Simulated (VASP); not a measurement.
# Bi (C2/m) in VASP: notebook

Bi is run at these levels: PBE; tasks: single point.

All numbers are computed with VASP 6.6.1; they aren't measurements. Logs are shortened: lines on timing, memory, paths and dates and some standing lists are left out, and cuts for length are marked.

## (1) The cell of the first run

It takes space group C2/m (No. 12, monoclinic). The conventional cell has a = 7.874 Å, b = 4.887 Å, c = 4.746 Å, α = 90.00°, β = 123.58°, γ = 90.00°. Bi (site symmetry m) has 6 Bi at 3.07 to 3.64 Å within 4.0 Å.

## (2) Single point, PBE (strain +0.0750 x Voigt [1, 0, 0, 0, 0, 0])

File INCAR:

```
ALGO = Fast ; EDIFF = 1E-7
ENCUT = 520 ; GGA = PE
ISIF = 2 ; ISMEAR = 0
LASPH = T ; LCHARG = T
LELF = T ; LREAL = F
LVHAR = T ; LWAVE = F
NBANDS = 22 ; NELM = 80
PREC = Accurate ; SIGMA = 0.15
```

File KPOINTS:

```
k-points
0
Gamma
  12 12 12
```

File POSCAR:

```
Bi
1.0
    2.4434746543      1.3123169762      3.9540000000
   -2.4434746543      1.3123169762      3.9540000000
    0.0000000000     -2.6246339523      3.9540000000
Bi
2
Direct
    0.2338900000      0.2338900000      0.2338900000
    0.7661100000      0.7661100000      0.7661100000
```

Potentials or basis: VASP PAW PBE potentials, release 64 (Bi_d).

The run is started by

```sh
$ cat potpaw_PBE.64/Bi_d/POTCAR > POTCAR
$ mpirun -np 1 vasp_std > vasp.out
```

OUTCAR:

```text
EDIFF = 1E-7
   ENCUT = 520
   GGA = PE
   ISIF = 2
   ISMEAR = 0
   LASPH = T
   LREAL = F
   NELM = 80
   PREC = Accurate

 ion  position               nearest neighbor table
   1  0.234  0.234  0.234-   2 3.07   2 3.20   2 3.20   2 3.53   2 3.64   2 3.64
   2  0.766  0.766  0.766-   1 3.07   1 3.20   1 3.20   1 3.53   1 3.64   1 3.64

  LATTYP: Found a base centered monoclinic cell.
 ALAT       =     7.8739018570
 B/A-ratio  =     0.6206515394
 C/A-ratio  =     0.6027280173
 COS(beta)  =    -0.5530410463

  Lattice vectors:

 A1 = (   2.4434746543,   3.9369509285,   0.0000000000)
 A2 = (  -2.4434746543,   3.9369509285,   0.0000000000)
 A3 = (   0.0000000000,  -2.6246339523,   3.9540000000)

Analysis of symmetry for initial positions (statically):
=====================================================================
 Subroutine PRICEL returns:
 Original cell was already a primitive cell.

 Routine SETGRP: Setting up the symmetry group for a
 base centered monoclinic supercell.

 Subroutine GETGRP returns: Found  4 space group operations
 (whereof  4 operations were pure point group operations)
 out of a pool of  4 trial point group operations.

The static configuration has the point symmetry C_2h.

Analysis of symmetry for dynamics (positions and initial velocities):
=====================================================================
 Subroutine PRICEL returns:
 Original cell was already a primitive cell.

 Routine SETGRP: Setting up the symmetry group for a
 base centered monoclinic supercell.

 Subroutine GETGRP returns: Found  4 space group operations
 (whereof  4 operations were pure point group operations)
 out of a pool of  4 trial point group operations.

The dynamic configuration has the point symmetry C_2h.

 Subroutine INISYM returns: Found  4 space group operations
 (whereof  4 operations are pure point group operations),
 and found     1 'primitive' translations

----------------------------------------------------------------------------------------

                                     Primitive cell

  volume of cell :      76.0737

  direct lattice vectors                    reciprocal lattice vectors
     2.443474654  1.312316976  3.954000000     0.204626637  0.127001837  0.084302816
    -2.443474654  1.312316976  3.954000000    -0.204626637  0.127001837  0.084302816
     0.000000000 -2.624633952  3.954000000     0.000000000 -0.254003674  0.084302816

  length of vectors
     4.829788839  4.829788839  4.745821255     0.255163657  0.255163657  0.267628158

  position of ions in fractional coordinates (direct lattice)
     0.233890000  0.233890000  0.233890000
     0.766110000  0.766110000  0.766110000

  ion indices of the primitive-cell ions
   primitive index   ion index
                 1           1
                 2           2

----------------------------------------------------------------------------------------

 KPOINTS: k-points

Automatic generation of k-mesh.
 Grid dimensions read from file:
 generate k-points for:   12   12   12

 Generating k-lattice:

  Cartesian coordinates                     Fractional coordinates (reciprocal lattice)
     0.017052220  0.010583486  0.007025235     0.083333333  0.000000000 -0.000000000
    -0.017052220  0.010583486  0.007025235     0.000000000  0.083333333 -0.000000000
     0.000000000 -0.021166973  0.007025235     0.000000000  0.000000000  0.083333333

  Length of vectors
     0.021263638  0.021263638  0.022302347

  Shift w.r.t. Gamma in fractional coordinates (k-lattice)
     0.000000000  0.000000000  0.000000000

 Subroutine IBZKPT returns following result:
 ===========================================

 Found    476 irreducible k-points:

 Following reciprocal coordinates:
            Coordinates               Weight
  0.000000  0.000000  0.000000      1.000000
  0.083333 -0.000000 -0.000000      4.000000
  0.166667 -0.000000 -0.000000      4.000000
  0.250000 -0.000000  0.000000      4.000000
  0.333333 -0.000000 -0.000000      4.000000
  0.416667 -0.000000 -0.000000      4.000000
[... 16 lines left out ...]
  0.500000  0.166667 -0.000000      4.000000
 -0.416667  0.166667  0.000000      4.000000
 [... further k-points ...]
   k-points           NKPTS =    476   k-points in BZ     NKDIM =    476   number of bands    NBANDS=     22
   number of dos      NEDOS =    301   number of ions     NIONS =      2
   total plane-waves  NPLWV =  46656
   dimension x,y,z NGX =    36 NGY =   36 NGZ =   36
   dimension x,y,z NGXF=    72 NGYF=   72 NGZF=   72
   ions per type =               2
   NGX,Y,Z   is equivalent  to a cutoff of  12.39, 12.39, 12.61 a.u.
   NGXF,Y,Z  is equivalent  to a cutoff of  24.78, 24.78, 25.22 a.u.
 SYSTEM =  unknown system
   PREC   = accura    normal or accurate (medium, high low for compatibility)
   ISTART =      0    job   : 0-new  1-cont  2-samecut
   ICHARG =      2    charge: 1-file 2-atom 10-const
   ISPIN  =      1    spin polarized calculation?
   LNONCOLLINEAR =      F non collinear calculations
   LSORBIT =      F    spin-orbit coupling
   LASPH  =      T    aspherical Exc in radial PAW
   ENCUT  =  520.0 eV  38.22 Ry    6.18 a.u.   8.98  8.98  8.82*2*pi/ulx,y,z
   NELM   =     80;   NELMIN=  2; NELMDL= -5     # of ELM steps
   EDIFF  = 0.1E-06   stopping-criterion for ELM
   LREAL  =      F    real-space projection
   EDIFFG = 0.1E-05   stopping-criterion for IOM
   NSW    =      0    number of steps for IOM
   IBRION =     -1    ionic relax: 0-MD 1-quasi-New 2-CG
   NFREE  =      0    steps in history (QN), initial steepest desc. (CG)
   ISIF   =      2    stress and relaxation
   ISYM   =      2    0-nonsym 1-usesym 2-fastsym
   POTIM  = 0.5000    time-step for ionic-motion
   TEBEG  =    0.0;   TEEND  =   0.0 temperature during run
   PSTRESS=    0.0 pullay stress
   NELECT =      30.0000    total number of electrons
   NUPDOWN=      -1.0000    fix difference up-down
   EMIN   =  10.00;   EMAX   =-10.00  energy-range for DOS
   EFERMI =   0.00;   METHOD = LEGACY
   ISMEAR =     0;   SIGMA  =   0.15  broadening in eV -4-tet -1-fermi 0-gaus
   EFERMI_NEDOS =   21; number of points for ismear=-14 and -15
   IALGO  =     68    algorithm
   IMIX   =      4    mixing-type and parameters
     AMIX     =   0.40;   BMIX     =  1.00
     AMIX_MAG =   1.60;   BMIX_MAG =  1.00
  volume/ion in A,a.u.               =      38.04       256.69
  Fermi-wavevector in a.u.,A,eV,Ry     =   1.200523  2.268659 19.609465  1.441255
  Thomas-Fermi vector in A             =   2.336356
   LORBIT       =      0    0 simple, 1 ext, 2 COOP (PROOUT), +10 PAW based schemes
   GGA     = PE    functional components
   LHFCALC =     F    Hartree Fock is set to
   AEXX    =    0.0000 exact exchange contribution
   IVDW    =     0    specifies the selected vdW correction
   LEPSILON=     F    determine dielectric tensor
   LRPA    =     F    only Hartree local field effects (RPA)
 non-spin polarized calculation
 RMM-DIIS sequential band-by-band and
 Gauss-broadening in eV      SIGMA  =   0.15
  energy-cutoff  :      520.00
  volume of cell :       76.07
 maximum number of plane-waves:      2078
   NGX = 17   NGY = 17   NGZ = 17

 number of electron      30.0000002 magnetization

 Free energy of the ion-electron system (eV)
  ---------------------------------------------------
  ext. energy  EPLUGINS =         0.00000000
  ---------------------------------------------------
  free energy    TOTEN  =        -7.71886903 eV

  energy without entropy =       -7.71464052  energy(sigma->0) =       -7.71675477

 E-fermi :   5.4321     XC(G=0):  -9.1792

 val. band max:        5.4300025737   @ k =   0.0833   0.0833   0.5000
 cond. band min:       5.4342269726   @ k =  -0.3333   0.3333   0.5000
 fundamental gap:      0.0042243989
 Fermi energy:         5.4320988658

 k-point     1 :       0.0000    0.0000    0.0000
  band No.  band energies     occupation
      1     -17.3659      2.00000
      2     -17.3199      2.00000
      3     -17.2344      2.00000
      4     -17.2202      2.00000
      5     -17.2058      2.00000
      6     -17.0945      2.00000
[... 14 lines left out ...]
     21      11.1631      0.00000
     22      11.5736      0.00000

 k-point     2 :       0.0833   -0.0000   -0.0000
  band No.  band energies     occupation
      1     -17.3613      2.00000
      2     -17.3158      2.00000
      3     -17.2320      2.00000
      4     -17.2179      2.00000
      5     -17.2031      2.00000
      6     -17.0972      2.00000
[... 14 lines left out ...]
     21      11.4856      0.00000
     22      11.7300      0.00000

 k-point     3 :       0.1667   -0.0000   -0.0000
  band No.  band energies     occupation
      1     -17.3479      2.00000
      2     -17.3037      2.00000
      3     -17.2254      2.00000
      4     -17.2110      2.00000
      5     -17.1952      2.00000
      6     -17.1053      2.00000
[... 14 lines left out ...]
     21      11.7020      0.00000
     22      12.7506      0.00000

 k-point     4 :       0.2500   -0.0000    0.0000
  band No.  band energies     occupation
      1     -17.3278      2.00000
      2     -17.2845      2.00000
      3     -17.2169      2.00000
      4     -17.1993      2.00000
      5     -17.1825      2.00000
      6     -17.1189      2.00000
[... 14 lines left out ...]
     21      12.2088      0.00000
     22      13.9702      0.00000

 k-point     5 :       0.3333   -0.0000   -0.0000
  band No.  band energies     occupation
      1     -17.3047      2.00000
      2     -17.2593      2.00000
      3     -17.2084      2.00000
      4     -17.1840      2.00000
      5     -17.1660      2.00000
      6     -17.1371      2.00000
[... 14 lines left out ...]
     21      12.9825      0.00000
     22      14.8409      0.00000

 k-point     6 :       0.4167   -0.0000   -0.0000
  band No.  band energies     occupation
      1     -17.2851      2.00000
      2     -17.2301      2.00000
      3     -17.2022      2.00000
      4     -17.1692      2.00000
      5     -17.1660      2.00000
      6     -17.1403      2.00000
[... 14 lines left out ...]
     21      13.9228      0.00000
     22      14.3490      0.00000

 k-point     7 :       0.5000   -0.0000    0.0000
  band No.  band energies     occupation
      1     -17.2771      2.00000
      2     -17.2070      2.00000
      3     -17.1991      2.00000
      4     -17.1877      2.00000
      5     -17.1602      2.00000
      6     -17.1341      2.00000
[... 324 lines left out ...]
      6     -17.1064      2.00000
[... 14 lines left out ...]
     21      12.5481      0.00000
     22      12.8115      0.00000

 k-point    21 :       0.3333    0.1667    0.0000
  band No.  band energies     occupation
      1     -17.3021      2.00000
      2     -17.2714      2.00000
      3     -17.2061      2.00000
      4     -17.1950      2.00000
      5     -17.1730      2.00000
      6     -17.1201      2.00000
[... 14 lines left out ...]
     21      13.4428      0.00000
     22      13.7101      0.00000

 k-point    22 :       0.4167    0.1667   -0.0000
  band No.  band energies     occupation
      1     -17.2908      2.00000
      2     -17.2496      2.00000
      3     -17.1963      2.00000
      4     -17.1886      2.00000
      5     -17.1613      2.00000
      6     -17.1337      2.00000
[... 14 lines left out ...]
     21      14.3930      0.00000
     22      14.6126      0.00000

 k-point    23 :       0.5000    0.1667   -0.0000
  band No.  band energies     occupation
      1     -17.2879      2.00000
      2     -17.2303      2.00000
      3     -17.1933      2.00000
      4     -17.1761      2.00000
      5     -17.1606      2.00000
      6     -17.1399      2.00000
[... 14 lines left out ...]
     21      14.5630      0.00000
     22      14.8492      0.00000

 k-point    24 :      -0.4167    0.1667    0.0000
  band No.  band energies     occupation
      1     -17.2989      2.00000
      2     -17.2085      2.00000
      3     -17.1972      2.00000
      4     -17.1831      2.00000
      5     -17.1579      2.00000
      6     -17.1477      2.00000
[... 14 lines left out ...]
     21      13.5516      0.00000
     22      15.6240      0.00000

 [... further k-points ...]

------------------------ aborting loop because EDIFF is reached ----------------------------------------

  FORCE on cell =-STRESS in cart. coord.  units (eV):
  Direction    XX          YY          ZZ          XY          YZ          ZX
  --------------------------------------------------------------------------------------
  -------------------------------------------------------------------------------------
  Total       -1.8035944     -0.0343341     -0.2036231      0.0000000      0.6134867      0.0000000
  in kB      -37.9852472     -0.7231053     -4.2884765      0.0000000     12.9205575      0.0000000
  external PRESSURE =     -14.3322763 kB  Pullay stress =       0.0000000 kB

 VOLUME and BASIS-vectors are now :
 -----------------------------------------------------------------------------
  energy-cutoff  :      520.00
  volume of cell :       76.07
      direct lattice vectors                 reciprocal lattice vectors
     2.443474654  1.312316976  3.954000000     0.204626637  0.127001837  0.084302816
    -2.443474654  1.312316976  3.954000000    -0.204626637  0.127001837  0.084302816
     0.000000000 -2.624633952  3.954000000     0.000000000 -0.254003674  0.084302816

 POSITION                                       TOTAL-FORCE (eV/Angst)
 -----------------------------------------------------------------------------------
      0.00000      0.00000      2.77440         0.000000      0.174954     -0.038976
      0.00000      0.00000      9.08760         0.000000     -0.174954      0.038976
 -----------------------------------------------------------------------------------
    total drift:                                0.000000     -0.000000      0.000000

  FREE ENERGIE OF THE ION-ELECTRON SYSTEM (eV)
  ---------------------------------------------------
  free  energy   TOTEN  =        -7.7188690294 eV

  energy  without entropy=       -7.7146405160  energy(sigma->0) =       -7.71675477
```

It took 35 min on 1 thread of Oxide Virtual Turin-like, shared host; peak memory 0.65 GiB.

What came out:

| Quantity | Value |
| --- | --- |
| Free energy | -7.7189 eV |
| Pressure | -1.4 GPa |
| Largest force | 0.179 eV/Å |
| Band gap on the k mesh | zero (bands 15 and 16 overlap by 0.57 eV) |

Forces in eV/Å, atoms in the order of the input:
```
Bi   0.000  0.175 -0.039
Bi   0.000 -0.175  0.039
```

Caveat: the cell differs from its parent crystal (strain +0.0750 x Voigt [1, 0, 0, 0, 0, 0]); spin-orbit coupling is left out, which moves the levels of the heavy elements.

## (3) Single point, PBE (strain +0.0875 x Voigt [1, 0, 0, 0, 0, 0])

File INCAR:

```
SYSTEM = Bi
  PREC = Accurate
  ENCUT = 520
  EDIFF = 1E-6
  ISMEAR = 0
  SIGMA = 0.15
  LREAL = .False.
  LASPH = .True.
  NELM = 100
  ALGO = Fast
  ISIF = 2
  LWAVE = .False.
  LCHARG = .True.
  GGA = PE
  LELF = .True.
  LVHAR = .True.
  NBANDS = 22
```

File KPOINTS:

```
Automatic mesh
0
Gamma
  12 12 12
  0 0 0
```

File POSCAR:

```
Bi
1.0
    2.4718871502      1.3123169762      3.9540000000
   -2.4718871502      1.3123169762      3.9540000000
    0.0000000000     -2.6246339523      3.9540000000
Bi
2
Direct
    0.2338900000      0.2338900000      0.2338900000
    0.7661100000      0.7661100000      0.7661100000
```

Potentials or basis: VASP PAW PBE potentials, release 64 (Bi_d).

The run is started by

```sh
$ cat potpaw_PBE.64/Bi_d/POTCAR > POTCAR
$ mpirun -np 1 vasp_std > vasp.out
```

OUTCAR:

```text
SYSTEM = Bi
   PREC = Accurate
   ENCUT = 520
   EDIFF = 1E-6
   ISMEAR = 0
   LREAL = .False.
   LASPH = .True.
   NELM = 100
   ISIF = 2
   GGA = PE

 ion  position               nearest neighbor table
   1  0.234  0.234  0.234-   2 3.07   2 3.22   2 3.22   2 3.53   2 3.66   2 3.66
   2  0.766  0.766  0.766-   1 3.07   1 3.22   1 3.22   1 3.53   1 3.66   1 3.66

  LATTYP: Found a base centered monoclinic cell.
 ALAT       =     7.8739018570
 B/A-ratio  =     0.6278684177
 C/A-ratio  =     0.6027280173
 COS(beta)  =    -0.5530410463

  Lattice vectors:

 A1 = (   2.4718871502,   3.9369509285,   0.0000000000)
 A2 = (  -2.4718871502,   3.9369509285,   0.0000000000)
 A3 = (   0.0000000000,  -2.6246339523,   3.9540000000)

Analysis of symmetry for initial positions (statically):
=====================================================================
 Subroutine PRICEL returns:
 Original cell was already a primitive cell.

 Routine SETGRP: Setting up the symmetry group for a
 base centered monoclinic supercell.

 Subroutine GETGRP returns: Found  4 space group operations
 (whereof  4 operations were pure point group operations)
 out of a pool of  4 trial point group operations.

[... 160 lines left out ...]

  energy without entropy =       -7.69135856  energy(sigma->0) =       -7.69388256

 E-fermi :   5.2985     XC(G=0):  -9.1285

 val. band max:        5.2971452336   @ k =   0.0833   0.0833   0.3333
 cond. band min:       5.3209667400   @ k =   0.4167   0.3333   0.5000
 fundamental gap:      0.0238215064
 Fermi energy:         5.2984903462

 k-point     1 :       0.0000    0.0000    0.0000
  band No.  band energies     occupation
      1     -17.4788      2.00000
      2     -17.4263      2.00000
      3     -17.3493      2.00000
      4     -17.3340      2.00000
      5     -17.3190      2.00000
      6     -17.2161      2.00000
[... 589 lines left out ...]
     21      13.4414      0.00000
     22      15.3718      0.00000

 [... further k-points ...]

------------------------ aborting loop because EDIFF is reached ----------------------------------------

  FORCE on cell =-STRESS in cart. coord.  units (eV):
  Direction    XX          YY          ZZ          XY          YZ          ZX
  --------------------------------------------------------------------------------------
  -------------------------------------------------------------------------------------
  Total       -2.1333197     -0.1445469     -0.3314977      0.0000000      0.6824008      0.0000000
  in kB      -44.4131144     -3.0092902     -6.9013780      0.0000000     14.2067524      0.0000000
  external PRESSURE =     -18.1079275 kB  Pullay stress =       0.0000000 kB

 VOLUME and BASIS-vectors are now :
 -----------------------------------------------------------------------------
  energy-cutoff  :      520.00
  volume of cell :       76.96
      direct lattice vectors                 reciprocal lattice vectors
     2.471887150  1.312316976  3.954000000     0.202274606  0.127001837  0.084302816
    -2.471887150  1.312316976  3.954000000    -0.202274606  0.127001837  0.084302816
     0.000000000 -2.624633952  3.954000000     0.000000000 -0.254003674  0.084302816

 POSITION                                       TOTAL-FORCE (eV/Angst)
 -----------------------------------------------------------------------------------
      0.00000      0.00000      2.77440         0.000000      0.194821     -0.069076
      0.00000      0.00000      9.08760         0.000000     -0.194821      0.069076
 -----------------------------------------------------------------------------------
    total drift:                                0.000000     -0.000000      0.000000

  FREE ENERGIE OF THE ION-ELECTRON SYSTEM (eV)
  ---------------------------------------------------
  free  energy   TOTEN  =        -7.6964065558 eV

  energy  without entropy=       -7.6913585612  energy(sigma->0) =       -7.69388256
```

stdout:

```text
POSCAR found type information on POSCAR Bi
 POSCAR found :  1 types and       2 ions
 scaLAPACK will be used
 LDA part: xc-table for (Slater+PW92), standard interpolation
 POSCAR, INCAR and KPOINTS ok, starting setup
 FFT: planning ... GRIDC
 FFT: planning ... GRID_SOFT
 FFT: planning ... GRID
 WAVECAR not read
 entering main loop
WARNING in EDDRMM: call to ZHEGV failed, returncode =   8  4     22
WARNING in EDDRMM: call to ZHEGV failed, returncode =   6  3     19
WARNING in EDDRMM: call to ZHEGV failed, returncode =   8  4     22
WARNING in EDDRMM: call to ZHEGV failed, returncode =   8  4     22
```

Run time: 26 min. Hardware: 1 thread of Oxide Virtual Turin-like, shared host; peak memory 0.66 GiB.

Results:

```yaml
Free_energy: -7.6964 eV
Pressure: -1.8 GPa
Largest_force: 0.207 eV/Å
Band_gap_on_the_k_mesh: zero (bands 15 and 16 overlap by 0.60 eV)
```

Forces on the atoms (eV/Å):
```
Bi   0.000  0.195 -0.069
Bi   0.000 -0.195  0.069
```

Stress tensor (GPa, compression positive):
```
-4.44  0.00  0.00
 0.00 -0.30  1.42
 0.00  1.42 -0.69
```

Caveat: the cell differs from its parent crystal (strain +0.0875 x Voigt [1, 0, 0, 0, 0, 0]); spin-orbit coupling is left out, which moves the levels of the heavy elements.

The gap in the log of VASP goes by the Fermi energy; the results here count the filled bands.